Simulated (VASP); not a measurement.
# Sn2Ge3 (P4/mmm) in VASP: relaxation of cell and atoms with PBE

Aim: the relaxation of cell and atoms of Sn2Ge3 with PBE.

All numbers are computed with VASP 6.6.1; they aren't measurements. Logs are shortened: lines on timing, memory, paths and dates and some standing lists are left out, and cuts for length are marked.

## 1. The cell of the first run

The structure is tetragonal, space group P4/mmm (No. 123). The conventional cell has a = 4.320 Å, b = 4.320 Å, c = 6.724 Å, α = 90.00°, β = 90.00°, γ = 90.00°. Within 4.0 Å of Sn (site symmetry mmm) lie 8 Ge at 3.03 to 4.00 Å and 4 Sn at 3.05 Å. Ge (site symmetry 4mm) has 5 Ge at 2.48 to 3.30 Å and 4 Sn at 3.03 Å within 3.3 Å. Within 4.4 Å of Ge (site symmetry 4/mmm) lie 12 Ge at 3.30 to 4.32 Å and 8 Sn at 4.00 Å.

The cell was generated, and may not be a known phase.

## 2. Relaxation of cell and atoms, PBE

Input file INCAR:

```
SYSTEM = Sn2Ge3
ALGO = Fast ; EDIFF = 1E-7
EDIFFG = -0.01 ; ENCUT = 600
GGA = PE ; IBRION = 2
ISIF = 3 ; ISMEAR = 0
LASPH = .True. ; LCHARG = .False.
LREAL = .False. ; LWAVE = .False.
NELM = 100 ; NSW = 100
PREC = Accurate ; SIGMA = 0.1
```

Input file KPOINTS:

```
k-points
0
Gamma
  10 10 6
  0 0 0
```

Input file POSCAR:

```
Sn2Ge3
1.0
    4.3197638231      0.0000000000      0.0000000000
    0.0000000000      4.3197638231      0.0000000000
    0.0000000000      0.0000000000      6.7244053354
Sn Ge
2 3
Direct
    0.0000000000      0.5000000000      0.5000000000
    0.5000000000      0.0000000000      0.5000000000
    0.5000000000      0.5000000000      0.8155678753
    0.5000000000      0.5000000000      0.1844321247
    0.0000000000      0.0000000000      0.0000000000
```

Potentials or basis: VASP PAW PBE potentials, release 64 (Sn_d, Ge_d).

The run is started by

```sh
cat potpaw_PBE.64/Sn_d/POTCAR potpaw_PBE.64/Ge_d/POTCAR > POTCAR
mpirun -np 1 vasp_std > vasp.out
```

OUTCAR:

```text
SYSTEM = Sn2Ge3
   EDIFF = 1E-7
   EDIFFG = -0.01
   ENCUT = 600
   GGA = PE
   IBRION = 2
   ISIF = 3
   ISMEAR = 0
   LASPH = .True.
   LREAL = .False.
   NELM = 100
   NSW = 100
   PREC = Accurate

 ion  position               nearest neighbor table
   1  0.000  0.500  0.500-   3 3.03   4 3.03   3 3.03   4 3.03   2 3.05   2 3.05   2 3.05   2 3.05

   2  0.500  0.000  0.500-   3 3.03   4 3.03   3 3.03   4 3.03   1 3.05   1 3.05   1 3.05   1 3.05

   3  0.500  0.500  0.816-   4 2.48   2 3.03   1 3.03   2 3.03   1 3.03
   4  0.500  0.500  0.184-   3 2.48   2 3.03   1 3.03   2 3.03   1 3.03
   5  0.000  0.000  0.000-

  LATTYP: Found a simple tetragonal cell.
 ALAT       =     4.3197638231
 C/A-ratio  =     1.5566604126

  Lattice vectors:

 A1 = (   4.3197638231,   0.0000000000,   0.0000000000)
 A2 = (   0.0000000000,   4.3197638231,   0.0000000000)
 A3 = (   0.0000000000,   0.0000000000,   6.7244053354)

Analysis of symmetry for initial positions (statically):
=====================================================================
 Subroutine PRICEL returns:
 Original cell was already a primitive cell.

 Routine SETGRP: Setting up the symmetry group for a
 simple tetragonal supercell.

 Subroutine GETGRP returns: Found 16 space group operations
 (whereof 16 operations were pure point group operations)
 out of a pool of 16 trial point group operations.

The static configuration has the point symmetry D_4h.

Analysis of symmetry for dynamics (positions and initial velocities):
=====================================================================
 Subroutine PRICEL returns:
 Original cell was already a primitive cell.

 Routine SETGRP: Setting up the symmetry group for a
 simple tetragonal supercell.

 Subroutine GETGRP returns: Found 16 space group operations
 (whereof 16 operations were pure point group operations)
 out of a pool of 16 trial point group operations.

The dynamic configuration has the point symmetry D_4h.

 Subroutine INISYM returns: Found 16 space group operations
 (whereof 16 operations are pure point group operations),
 and found     1 'primitive' translations

----------------------------------------------------------------------------------------

                                     Primitive cell

  volume of cell :     125.4798

  direct lattice vectors                    reciprocal lattice vectors
     4.319763823  0.000000000  0.000000000     0.231494137  0.000000000  0.000000000
     0.000000000  4.319763823  0.000000000     0.000000000  0.231494137  0.000000000
     0.000000000  0.000000000  6.724405335     0.000000000  0.000000000  0.148712035

  length of vectors
     4.319763823  4.319763823  6.724405335     0.231494137  0.231494137  0.148712035

  position of ions in fractional coordinates (direct lattice)
     0.000000000  0.500000000  0.500000000
     0.500000000  0.000000000  0.500000000
     0.500000000  0.500000000  0.815567875
     0.500000000  0.500000000  0.184432125
     0.000000000  0.000000000  0.000000000

  ion indices of the primitive-cell ions
   primitive index   ion index
                 1           1
                 2           2
                 3           3
                 4           4
                 5           5

----------------------------------------------------------------------------------------

 KPOINTS: k-points

Automatic generation of k-mesh.
 Grid dimensions read from file:
 generate k-points for:   10   10    6

 Generating k-lattice:

  Cartesian coordinates                     Fractional coordinates (reciprocal lattice)
     0.023149414  0.000000000  0.000000000     0.100000000  0.000000000  0.000000000
     0.000000000  0.023149414  0.000000000     0.000000000  0.100000000  0.000000000
     0.000000000  0.000000000  0.024785339     0.000000000  0.000000000  0.166666667

  Length of vectors
     0.023149414  0.023149414  0.024785339

  Shift w.r.t. Gamma in fractional coordinates (k-lattice)
     0.000000000  0.000000000  0.000000000

 Subroutine IBZKPT returns following result:
 ===========================================

 Found     84 irreducible k-points:

 Following reciprocal coordinates:
            Coordinates               Weight
  0.000000  0.000000  0.000000      1.000000
  0.100000  0.000000  0.000000      4.000000
  0.200000  0.000000  0.000000      4.000000
  0.300000  0.000000  0.000000      4.000000
  0.400000  0.000000  0.000000      4.000000
  0.500000  0.000000  0.000000      2.000000
[... 16 lines left out ...]
  0.100000  0.000000  0.166667      8.000000
  0.200000  0.000000  0.166667      8.000000
 [... further k-points ...]
   k-points           NKPTS =     84   k-points in BZ     NKDIM =     84   number of bands    NBANDS=     42
   number of dos      NEDOS =    301   number of ions     NIONS =      5
   total plane-waves  NPLWV =  69984
   dimension x,y,z NGX =    36 NGY =   36 NGZ =   54
   dimension x,y,z NGXF=    72 NGYF=   72 NGZF=  108
   ions per type =               2   3
   NGX,Y,Z   is equivalent  to a cutoff of  13.85, 13.85, 13.35 a.u.
   NGXF,Y,Z  is equivalent  to a cutoff of  27.71, 27.71, 26.70 a.u.
 SYSTEM =  Sn2Ge3
   PREC   = accura    normal or accurate (medium, high low for compatibility)
   ISTART =      0    job   : 0-new  1-cont  2-samecut
   ICHARG =      2    charge: 1-file 2-atom 10-const
   ISPIN  =      1    spin polarized calculation?
   LNONCOLLINEAR =      F non collinear calculations
   LSORBIT =      F    spin-orbit coupling
   LASPH  =      T    aspherical Exc in radial PAW
   ENCUT  =  600.0 eV  44.10 Ry    6.64 a.u.   8.63  8.63 13.43*2*pi/ulx,y,z
   NELM   =    100;   NELMIN=  2; NELMDL= -5     # of ELM steps
   EDIFF  = 0.1E-06   stopping-criterion for ELM
   LREAL  =      F    real-space projection
   EDIFFG = -.1E-01   stopping-criterion for IOM
   NSW    =    100    number of steps for IOM
   IBRION =      2    ionic relax: 0-MD 1-quasi-New 2-CG
   NFREE  =      1    steps in history (QN), initial steepest desc. (CG)
   ISIF   =      3    stress and relaxation
   ISYM   =      2    0-nonsym 1-usesym 2-fastsym
   POTIM  = 0.5000    time-step for ionic-motion
   TEBEG  =    0.0;   TEEND  =   0.0 temperature during run
   PSTRESS=    0.0 pullay stress
   NELECT =      70.0000    total number of electrons
   NUPDOWN=      -1.0000    fix difference up-down
   EMIN   =  10.00;   EMAX   =-10.00  energy-range for DOS
   EFERMI =   0.00;   METHOD = LEGACY
   ISMEAR =     0;   SIGMA  =   0.10  broadening in eV -4-tet -1-fermi 0-gaus
   EFERMI_NEDOS =   21; number of points for ismear=-14 and -15
   IALGO  =     68    algorithm
   IMIX   =      4    mixing-type and parameters
     AMIX     =   0.40;   BMIX     =  1.00
     AMIX_MAG =   1.60;   BMIX_MAG =  1.00
  volume/ion in A,a.u.               =      25.10       169.36
  Fermi-wavevector in a.u.,A,eV,Ry     =   1.347668  2.546723 24.711020  1.816209
  Thomas-Fermi vector in A             =   2.475400
   LORBIT       =      0    0 simple, 1 ext, 2 COOP (PROOUT), +10 PAW based schemes
   GGA     = PE    functional components
   LHFCALC =     F    Hartree Fock is set to
   AEXX    =    0.0000 exact exchange contribution
   IVDW    =     0    specifies the selected vdW correction
   LEPSILON=     F    determine dielectric tensor
   LRPA    =     F    only Hartree local field effects (RPA)
 conjugate gradient relaxation of ions
 non-spin polarized calculation
 RMM-DIIS sequential band-by-band and
 Gauss-broadening in eV      SIGMA  =   0.10
  energy-cutoff  :      600.00
  volume of cell :      125.48
 maximum number of plane-waves:      4227
 NGX is ok and might be reduce to    36
   NGX = 17   NGY = 17   NGZ = 27

--------------------------------------- Ionic step        1  -------------------------------------------

 number of electron      70.0000007 magnetization

 Free energy of the ion-electron system (eV)
  ---------------------------------------------------
  ext. energy  EPLUGINS =         0.00000000
  ---------------------------------------------------
  free energy    TOTEN  =       -19.17638525 eV

  energy without entropy =      -19.16554188  energy(sigma->0) =      -19.17096357

------------------------ aborting loop because EDIFF is reached ----------------------------------------

  FORCE on cell =-STRESS in cart. coord.  units (eV):
  Direction    XX          YY          ZZ          XY          YZ          ZX
  --------------------------------------------------------------------------------------
  -------------------------------------------------------------------------------------
  Total       -0.5324868     -0.5324868      1.6367843      0.0000000      0.0000000      0.0000000
  in kB       -6.7990080     -6.7990080     20.8991268      0.0000000      0.0000000      0.0000000
  external PRESSURE =       2.4337036 kB  Pullay stress =       0.0000000 kB
[... 98 lines left out ...]
  FREE ENERGIE OF THE ION-ELECTRON SYSTEM (eV)
  ---------------------------------------------------
  free  energy   TOTEN  =       -19.2348018846 eV

  energy  without entropy=      -19.2267025826  energy(sigma->0) =      -19.23075223

[... ionic steps 4 to 7 ...]

--------------------------------------- Ionic step        8  -------------------------------------------

 number of electron      69.9999989 magnetization

------------------------ aborting loop because EDIFF is reached ----------------------------------------

  FORCE on cell =-STRESS in cart. coord.  units (eV):
  Direction    XX          YY          ZZ          XY          YZ          ZX
  --------------------------------------------------------------------------------------
  -------------------------------------------------------------------------------------
  Total        0.0231061      0.0231061      0.0910694      0.0000000     -0.0000000      0.0000000
  in kB        0.2959666      0.2959666      1.1665099      0.0000000     -0.0000000      0.0000000
  external PRESSURE =       0.5861477 kB  Pullay stress =       0.0000000 kB
[... 63 lines left out ...]
  energy  without entropy=      -19.2495723229  energy(sigma->0) =      -19.25341449

--------------------------------------- Ionic step       10  -------------------------------------------

 number of electron      69.9999987 magnetization

 Free energy of the ion-electron system (eV)
  ---------------------------------------------------
  ext. energy  EPLUGINS =         0.00000000
  ---------------------------------------------------
  free energy    TOTEN  =       -19.25730391 eV

  energy without entropy =      -19.24961657  energy(sigma->0) =      -19.25346024

 E-fermi :   6.0280     XC(G=0): -10.1805

 val. band max:        6.0004854393   @ k =   0.3000   0.3000   0.3333
 cond. band min:       6.0461014989   @ k =   0.2000   0.0000   0.1667
 fundamental gap:      0.0456160595
 Fermi energy:         6.0279968126

 k-point     1 :       0.0000    0.0000    0.0000
  band No.  band energies     occupation
      1     -18.8115      2.00000
      2     -18.8091      2.00000
      3     -18.8088      2.00000
      4     -18.8076      2.00000
      5     -18.8076      2.00000
      6     -18.6249      2.00000
[... 1069 lines left out ...]
     41       9.1872      0.00000
     42      10.3372      0.00000

 [... further k-points ...]

------------------------ aborting loop because EDIFF is reached ----------------------------------------

  FORCE on cell =-STRESS in cart. coord.  units (eV):
  Direction    XX          YY          ZZ          XY          YZ          ZX
  --------------------------------------------------------------------------------------
  -------------------------------------------------------------------------------------
  Total       -0.0270794     -0.0270794     -0.0001626      0.0000000      0.0000000      0.0000000
  in kB       -0.3462588     -0.3462588     -0.0020786      0.0000000      0.0000000      0.0000000
  external PRESSURE =      -0.2315321 kB  Pullay stress =       0.0000000 kB
[... 20 lines left out ...]
  FREE ENERGIE OF THE ION-ELECTRON SYSTEM (eV)
  ---------------------------------------------------
  free  energy   TOTEN  =       -19.2573039085 eV

  energy  without entropy=      -19.2496165735  energy(sigma->0) =      -19.25346024

 reached required accuracy - stopping structural energy minimisation
```

Wall time 1.7 h (1 thread of Oxide Virtual Turin-like, shared host); peak memory 0.54 GiB.

What came out:

```
Free energy                           : -19.2573 eV
Relaxed volume                        : 25.06 Å³/atom
Relaxed cell                          : a = 4.208 Å, b = 4.208 Å, c = 7.076 Å, α = 90.00°, β = 90.00°, γ = 90.00°
Space group after relaxing (to 0.1 Å) : P4/mmm (No. 123)
Energy gained by relaxing             : 16.2 meV/atom
Ionic steps                           : 10
Pressure after relaxing               : 0.0 GPa
Largest force after relaxing          : 0.005 eV/Å
Band gap on the k mesh                : zero (bands 35 and 36 overlap by 3.14 eV)
```

Forces in eV/Å, atoms in the order of the input:
```
Sn   0.000  0.000  0.000
Sn   0.000  0.000  0.000
Ge   0.000  0.000  0.005
Ge   0.000  0.000 -0.005
Ge   0.000  0.000  0.000
```

Step by step:
```tsv
step	energy change (eV)	largest force (eV/Å)	pressure (GPa)	volume (Å³)
1	0.0000	0.0988	0.24	125.48
2	-0.0303	0.1871	-0.17	126.16
3	-0.0584	0.3420	-1.13	127.98
4	-0.0620	0.3075	-0.90	127.46
5	-0.0774	0.1869	0.00	125.13
6	-0.0774	0.1788	0.05	125.00
7	-0.0807	0.0479	0.05	125.06
8	-0.0809	0.0034	0.06	125.08
9	-0.0809	0.0086	0.07	125.08
10	-0.0809	0.0054	-0.02	125.30
```

Final structure:
```
Sn Ge
1.0
     4.20798    0.00000    0.00000
     0.00000    4.20798    0.00000
     0.00000    0.00000    7.07622
Sn Ge
2 3
Cartesian
  4.2080 2.1040 3.5381
  2.1040 4.2080 3.5381
  2.1040 2.1040 5.8215
  2.1040 2.1040 1.2548
  4.2080 4.2080 0.0000
```

Levels at points of the mesh, in eV from the Fermi level:
```tsv
k point	band 33	band 34	band 35	band 36	band 37	band 38
(0.00, 0.00, 0.00)	-0.28	-0.28	-0.08	0.31	0.70	1.52
(0.50, 0.00, 0.00)	-0.70	0.48	0.56	1.52	1.62	1.84
(0.50, 0.50, 0.00)	-2.99	-2.99	-2.12	-2.12	-0.29	2.45
(0.00, 0.00, 0.50)	-2.15	-1.46	-1.46	0.14	2.01	3.17
(0.50, 0.00, 0.50)	-1.02	-0.28	0.10	0.70	1.03	1.15
(0.50, 0.50, 0.50)	-4.11	-2.25	-1.44	0.73	0.84	0.84
```

Caveat: spin-orbit coupling is left out, which moves the levels of the heavy elements.

The gap in the log of VASP goes by the Fermi energy; the results here count the filled bands.